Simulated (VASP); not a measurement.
# K: relaxation of volume and atoms at fixed shape with r2SCAN

The system is K.

```
CELL_PARAMETERS angstrom
-2.61250 2.61250 2.61250
2.61250 -2.61250 2.61250
2.61250 2.61250 -2.61250
ATOMIC_POSITIONS crystal
K 0.00000 0.00000 0.00000
```

```json
{
 "Program": "VASP 6.6.1",
 "Task": "relaxation of volume and atoms at fixed shape",
 "Functional": "r2SCAN",
 "Potentials or basis": "VASP PAW PBE potentials, release 64 (K_sv)",
 "Cutoff": "600 eV",
 "k mesh": "6 × 6 × 6",
 "Occupations": "gaussian, width 0.1 eV",
 "Spin": "no spin polarisation",
 "Dipole correction": "no",
 "Further INCAR settings": "ALGO = Normal; EDIFF = 1e-06; IBRION = 2; EDIFFG = -0.02; NSW = 60; ISIF = 8"
}
```

```
Relaxed volume                         : 76.91 Å³/atom
Relaxed cell                           : a = 4.640 Å, b = 4.640 Å, c = 4.640 Å, α = 109.47°, β = 109.47°, γ = 109.47°
Space group after relaxing (to 0.05 Å) : Im-3m (No. 229)
Energy gained by relaxing              : 5.0 meV/atom
Ionic steps                            : 5
Pressure after relaxing                : 0.0 GPa
```

Step by step:
```csv
step,energy change (eV),largest force (eV/Å),pressure (GPa),volume (Å³)
1,0.0000,0.0000,0.30,71.32
2,-0.0023,0.0000,0.21,72.72
3,-0.0042,0.0000,0.12,74.61
4,-0.0047,0.0000,-0.08,78.48
5,-0.0050,0.0000,0.00,76.91
```

Final structure:
```
K
1.0
    -2.67903    2.67903    2.67903
     2.67903   -2.67903    2.67903
     2.67903    2.67903   -2.67903
K
1
Direct
  0.00000 0.00000 0.00000
```

Levels at points of the mesh, in eV from the Fermi level:
| k point | band 1 | band 2 | band 3 | band 4 | band 5 | band 6 | band 7 | band 8 |
| --- | --- | --- | --- | --- | --- | --- | --- | --- |
| (0.00, 0.00, 0.00) | -33.70 | -16.38 | -16.38 | -16.38 | -2.26 | 4.69 | 4.69 | 4.69 |
| (0.50, 0.00, 0.00) | -33.70 | -16.44 | -16.40 | -16.38 | 0.55 | 0.60 | 3.45 | 5.32 |
| (0.50, 0.50, 0.50) | -33.70 | -16.42 | -16.42 | -16.42 | 1.78 | 1.78 | 3.63 | 3.63 |

It took 2.4 min on 1 thread of Intel(R) Xeon(R) Platinum 8488C (Sapphire Rapids), on a shared host, peak memory 0.21 GiB.

Caveat: the PAW data sets were made with another functional, which shifts forces and pressure a little. Zero-point motion and thermal expansion aren't in these numbers.
